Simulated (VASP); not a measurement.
# Ru (P4/mmm) in VASP: single point with PBEsol

Aim: the single point of Ru with PBEsol.

All numbers are computed with VASP 6.6.1; they aren't measurements. Logs are shortened: lines on timing, memory, paths and dates and some standing lists are left out, and cuts for length are marked.

**1. The cell of the first run**

The structure is tetragonal, space group P4/mmm (No. 123). Conventional cell: a = 2.978 Å, b = 2.978 Å, c = 7.078 Å, α = 90.00°, β = 90.00°, γ = 90.00°. Within 3.9 Å of Ru (site symmetry 4/mmm) lie 4 Ru at 2.98 Å.

**2. Single point, PBEsol**

The input, INCAR:

```
SYSTEM = Ru
PREC     = Accurate       ! precision mode
ENCUT    = 500            ! plane-wave cutoff, eV
EDIFF    = 1E-6           ! SCF threshold, eV
ISMEAR   = -1             ! smearing method
SIGMA    = 0.05           ! smearing width, eV
LREAL    = .False.        ! projectors in reciprocal space
LASPH    = .True.         ! aspherical terms in the spheres
NELM     = 120            ! most SCF steps
ALGO     = Normal         ! electronic algorithm
ISIF     = 2              ! what is computed and relaxed
LWAVE    = .False.        ! write WAVECAR
LCHARG   = .False.        ! write CHGCAR
GGA      = PS             ! functional
NBANDS   = 21             ! bands
GGA_COMPAT= .False.
```

The input, KPOINTS:

```
regular mesh
0
Gamma
  6 6 4
  0 0 0
```

The input, POSCAR:

```
Ru
1.0
    4.2110000000      0.0000000000      0.0000000000
    0.0000000000      4.2110000000      0.0000000000
    0.0000000000      0.0000000000      7.0780000000
Ru
2
Direct
    0.0000000000      0.0000000000      0.0000000000
    0.5000000000      0.5000000000      0.0000000000
```

Potentials or basis: VASP PAW PBE potentials, release 64 (Ru_pv).

Started as:

```sh
$ cat potpaw_PBE.64/Ru_pv/POTCAR > POTCAR
$ mpirun -np 1 vasp_std > vasp.out
```

OUTCAR:

```text
SYSTEM = Ru
   PREC = Accurate
   ENCUT = 500
   EDIFF = 1E-6
   ISMEAR = -1
   LREAL = .False.
   LASPH = .True.
   NELM = 120
   ISIF = 2
   GGA = PS

 ion  position               nearest neighbor table
   1  0.000  0.000  0.000-   2 2.98   2 2.98   2 2.98   2 2.98
   2  0.500  0.500  0.000-   1 2.98   1 2.98   1 2.98   1 2.98

  LATTYP: Found a simple tetragonal cell.
 ALAT       =     4.2110000000
 C/A-ratio  =     1.6808359060

  Lattice vectors:

 A1 = (   4.2110000000,   0.0000000000,   0.0000000000)
 A2 = (   0.0000000000,   4.2110000000,   0.0000000000)
 A3 = (   0.0000000000,   0.0000000000,   7.0780000000)

Analysis of symmetry for initial positions (statically):
=====================================================================
 Subroutine PRICEL returns following result:

  LATTYP: Found a simple tetragonal cell.
 ALAT       =     2.9776266556
 C/A-ratio  =     2.3770609343

  Lattice vectors:

 A1 = (   2.1055000000,  -2.1055000000,   0.0000000000)
 A2 = (   2.1055000000,   2.1055000000,   0.0000000000)
 A3 = (   0.0000000000,   0.0000000000,   7.0780000000)

   2 primitive cells build up your supercell.

 Routine SETGRP: Setting up the symmetry group for a
 simple tetragonal supercell.

 Subroutine GETGRP returns: Found 16 space group operations
 (whereof 16 operations were pure point group operations)
 out of a pool of 16 trial point group operations.

The static configuration has the point symmetry D_4h.

Analysis of symmetry for dynamics (positions and initial velocities):
=====================================================================
 Subroutine PRICEL returns following result:

  LATTYP: Found a simple tetragonal cell.
 ALAT       =     2.9776266556
 C/A-ratio  =     2.3770609343

  Lattice vectors:

 A1 = (   2.1055000000,  -2.1055000000,   0.0000000000)
 A2 = (   2.1055000000,   2.1055000000,   0.0000000000)
 A3 = (   0.0000000000,   0.0000000000,   7.0780000000)

   2 primitive cells build up your supercell.

 Routine SETGRP: Setting up the symmetry group for a
 simple tetragonal supercell.

 Subroutine GETGRP returns: Found 16 space group operations
[... 90 lines left out ...]
   NGXF,Y,Z  is equivalent  to a cutoff of  25.27, 25.27, 25.37 a.u.
 SYSTEM =  Ru
   PREC   = accura    normal or accurate (medium, high low for compatibility)
   ISTART =      0    job   : 0-new  1-cont  2-samecut
   ICHARG =      2    charge: 1-file 2-atom 10-const
   ISPIN  =      1    spin polarized calculation?
   LNONCOLLINEAR =      F non collinear calculations
   LSORBIT =      F    spin-orbit coupling
   LASPH  =      T    aspherical Exc in radial PAW
   ENCUT  =  500.0 eV  36.75 Ry    6.06 a.u.   7.68  7.68 12.90*2*pi/ulx,y,z
   NELM   =    120;   NELMIN=  2; NELMDL= -5     # of ELM steps
   EDIFF  = 0.1E-05   stopping-criterion for ELM
   LREAL  =      F    real-space projection
   EDIFFG = 0.1E-04   stopping-criterion for IOM
   NSW    =      0    number of steps for IOM
   IBRION =     -1    ionic relax: 0-MD 1-quasi-New 2-CG
   NFREE  =      0    steps in history (QN), initial steepest desc. (CG)
   ISIF   =      2    stress and relaxation
   ISYM   =      2    0-nonsym 1-usesym 2-fastsym
   POTIM  = 0.5000    time-step for ionic-motion
   TEBEG  =    0.0;   TEEND  =   0.0 temperature during run
   PSTRESS=    0.0 pullay stress
   NELECT =      28.0000    total number of electrons
   NUPDOWN=      -1.0000    fix difference up-down
   EMIN   =  10.00;   EMAX   =-10.00  energy-range for DOS
   EFERMI =   0.00;   METHOD = LEGACY
   ISMEAR =    -1;   SIGMA  =   0.05  broadening in eV -4-tet -1-fermi 0-gaus
   EFERMI_NEDOS =   21; number of points for ismear=-14 and -15
   IALGO  =     38    algorithm
   IMIX   =      4    mixing-type and parameters
     AMIX     =   0.40;   BMIX     =  1.00
     AMIX_MAG =   1.60;   BMIX_MAG =  1.00
  volume/ion in A,a.u.               =      62.76       423.49
  Fermi-wavevector in a.u.,A,eV,Ry     =   0.992889  1.876287 13.412999  0.985828
  Thomas-Fermi vector in A             =   2.124732
   LORBIT       =      0    0 simple, 1 ext, 2 COOP (PROOUT), +10 PAW based schemes
   GGA     = PS    functional components
   LHFCALC =     F    Hartree Fock is set to
   AEXX    =    0.0000 exact exchange contribution
   IVDW    =     0    specifies the selected vdW correction
   LEPSILON=     F    determine dielectric tensor
   LRPA    =     F    only Hartree local field effects (RPA)
 non-spin polarized calculation
  energy-cutoff  :      500.00
  volume of cell :      125.51
 maximum number of plane-waves:      3210
 NGX is ok and might be reduce to    32
   NGX = 15   NGY = 15   NGZ = 25

 number of electron      27.9999977 magnetization

 Free energy of the ion-electron system (eV)
  ---------------------------------------------------
  ext. energy  EPLUGINS =         0.00000000
  ---------------------------------------------------
  free energy    TOTEN  =       -10.39140734 eV

  energy without entropy =      -10.28731715  energy(sigma->0) =      -10.33936224

 E-fermi :  -1.3635     XC(G=0):  -5.7824

 val. band max:       -1.3956301295   @ k =   0.3333   0.3333   0.2500
 cond. band min:      -1.3523381650   @ k =   0.3333   0.3333   0.0000
 fundamental gap:      0.0432919644
 Fermi energy:        -1.3634862163

 k-point     1 :       0.0000    0.0000    0.0000
  band No.  band energies     occupation
      1     -43.3905      2.00000
      2     -43.3905      2.00000
      3     -43.2211      2.00000
      4     -43.2211      2.00000
      5     -43.1180      2.00000
      6     -43.0831      2.00000
[... 565 lines left out ...]
     20       3.4360      0.00000
     21       8.5018      0.00000

 [... further k-points ...]

------------------------ aborting loop because EDIFF is reached ----------------------------------------

  FORCE on cell =-STRESS in cart. coord.  units (eV):
  Direction    XX          YY          ZZ          XY          YZ          ZX
  --------------------------------------------------------------------------------------
  -------------------------------------------------------------------------------------
  Total      -14.0064657    -14.0064657     -0.0380699      0.0000000      0.0000000      0.0000000
  in kB     -178.7961251   -178.7961251     -0.4859722      0.0000000      0.0000000      0.0000000
  external PRESSURE =    -119.3594074 kB  Pullay stress =       0.0000000 kB

 VOLUME and BASIS-vectors are now :
 -----------------------------------------------------------------------------
  energy-cutoff  :      500.00
  volume of cell :      125.51
      direct lattice vectors                 reciprocal lattice vectors
     4.211000000  0.000000000  0.000000000     0.237473284  0.000000000  0.000000000
     0.000000000  4.211000000  0.000000000     0.000000000  0.237473284  0.000000000
     0.000000000  0.000000000  7.078000000     0.000000000  0.000000000  0.141282848

 POSITION                                       TOTAL-FORCE (eV/Angst)
 -----------------------------------------------------------------------------------
      0.00000      0.00000      0.00000        -0.000000      0.000000     -0.000000
      2.10550      2.10550      0.00000         0.000000     -0.000000      0.000000
 -----------------------------------------------------------------------------------
    total drift:                                0.000000     -0.000000     -0.000000

  FREE ENERGIE OF THE ION-ELECTRON SYSTEM (eV)
  ---------------------------------------------------
  free  energy   TOTEN  =       -10.3914073359 eV

  energy  without entropy=      -10.2873171499  energy(sigma->0) =      -10.33936224
```

OSZICAR:

```text
N       E                     dE             d eps       ncg     rms          rms(c)
DAV:   1     0.179669093177E+03    0.17967E+03   -0.15644E+04  1580   0.109E+03
DAV:   2    -0.634113775502E+01   -0.18601E+03   -0.17987E+03  1472   0.297E+02
DAV:   3    -0.108559067816E+02   -0.45148E+01   -0.42128E+01  1413   0.439E+01
DAV:   4    -0.109418159220E+02   -0.85909E-01   -0.85735E-01  1808   0.526E+00
DAV:   5    -0.109429286571E+02   -0.11127E-02   -0.11125E-02  1547   0.465E-01    0.543E+00
DAV:   6    -0.104529786897E+02    0.48995E+00   -0.30739E+00  1311   0.125E+01    0.184E+00
DAV:   7    -0.104026233220E+02    0.50355E-01   -0.16687E-01  1285   0.294E+00    0.884E-01
DAV:   8    -0.103923030303E+02    0.10320E-01   -0.74185E-03  1337   0.597E-01    0.297E-01
DAV:   9    -0.103900947538E+02    0.22083E-02   -0.32644E-03  1422   0.330E-01    0.106E-01
DAV:  10    -0.103909116418E+02   -0.81689E-03   -0.42514E-04  1320   0.118E-01    0.316E-02
DAV:  11    -0.103912396706E+02   -0.32803E-03   -0.11861E-04  1362   0.703E-02    0.239E-02
DAV:  12    -0.103914009330E+02   -0.16126E-03   -0.11969E-04  1265   0.570E-02    0.755E-03
DAV:  13    -0.103914045308E+02   -0.35979E-05   -0.41757E-06  1459   0.142E-02    0.284E-03
DAV:  14    -0.103914070322E+02   -0.25014E-05   -0.13530E-06  1019   0.784E-03    0.751E-04
DAV:  15    -0.103914073359E+02   -0.30370E-06   -0.21784E-07   844   0.339E-03
   1 F= -.10391407E+02 E0= -.10339362E+02  d E =-.104090E+00
```

stdout:

```text
POSCAR found type information on POSCAR Ru
 POSCAR found :  1 types and       2 ions
 scaLAPACK will be used
 -----------------------------------------------------------------------------
|                                                                             |
|                                                                             |
|     You enforced a specific xc type in the INCAR file but a different       |
|     I HOPE YOU KNOW WHAT YOU ARE DOING!                                     |
|                                                                             |
 -----------------------------------------------------------------------------

 LDA part: xc-table for (Slater+PW92), standard interpolation
 POSCAR, INCAR and KPOINTS ok, starting setup
 FFT: planning ... GRIDC
 FFT: planning ... GRID_SOFT
 FFT: planning ... GRID
 WAVECAR not read
 entering main loop
```

Wall time 25 s (1 thread of Intel Xeon 6975P-C (Granite Rapids), shared host); peak memory 0.24 GiB.

What came out:

* Free energy: -10.3914 eV
* Pressure: -11.9 GPa
* Band gap on the k mesh: zero (band 14 reaches -1.05 eV, above the bottom of band 15 at -1.73 eV)

Stress tensor (GPa, compression positive):
```
-17.88   0.00   0.00
  0.00 -17.88   0.00
  0.00   0.00  -0.05
```

Caveat: the PAW data sets were made with another functional, which shifts forces and pressure a little.
